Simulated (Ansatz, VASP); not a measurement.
# Two plane-wave programs on Mg

INCAR

```
SYSTEM = Mg
  PREC = Accurate
  ENCUT = 520
  EDIFF = 1E-7
  ISMEAR = -1
  SIGMA = 0.1
  LREAL = .False.
  LASPH = .True.
  NELM = 80
  ALGO = Normal
  ISIF = 2
  LWAVE = .False.
  LCHARG = .False.
  GGA = PE
  NBANDS = 9
```

KPOINTS

```
Automatic mesh
0
Gamma
  4 4 2
  0 0 0
```

Contents of POSCAR:

```
Mg
1.0
    3.1953117277      0.0000000000      0.0000000000
   -1.5976558638      2.7672211292      0.0000000000
    0.0000000000      0.0000000000      5.1879445283
Mg
2
Direct
    0.3333333333      0.6666666667      0.2500000000
    0.6666666667      0.3333333333      0.7500000000
```

Input for Ansatz:

```yaml
crystal:
  lattice:
    - [3.1953117277, 0.0, 0.0]
    - [-1.5976558638, 2.7672211292, 0.0]
    - [0.0, 0.0, 5.1879445283]
  atoms:
    - { symbol: Mg, position: [0.3333333333, 0.6666666667, 0.25] }
    - { symbol: Mg, position: [0.6666666667, 0.3333333333, 0.75] }
hamiltonian:
  xc: pbe
  pseudopotentials:
    kind: paw
    azcp:
      Mg: "pseudopotentials/Mg.paw.azcp"
basis:
  ecutwfc: 420
  fft_grid_basis: typed
kpoints:
  mp_grid: { grid: [4, 4, 2], shift: [0, 0, 0] }
magnetization:
  spin_polarized: false
scf:
  occupations: { method: fermi_dirac, width: 0.1 }
  lower_state_search: "off"
output:
  stress: true
```

Alike in both runs: task single point; functional PBE; k mesh 4 × 4 × 2; occupations fermi-dirac, width 0.1 eV; no spin polarisation.

|  | VASP | Ansatz |
| --- | --- | --- |
| version | VASP 6.6.1 | Ansatz 0.2.0 |
| potentials or method | VASP PAW PBE potentials, release 64 (Mg), cutoff 520 eV | plane waves (420 eV) with PAW, scalar-relativistic |
| valence electrons in the cell | 4 | 20 |

```tsv
	VASP	Ansatz	Ansatz less VASP
pressure (GPa)	-0.2	0.0	+0.13
traceless stress, the component that is largest in VASP (GPa)	0.30	0.28	-0.012
```

The functional is the same, so the differences come from potentials, cutoffs and numerics. VASP's potentials hold 4 valence electrons a cell and Ansatz's 20, so a difference there can come from the potentials and not from the codes.

The k mesh is coarse, so the values compare programs but aren't converged.
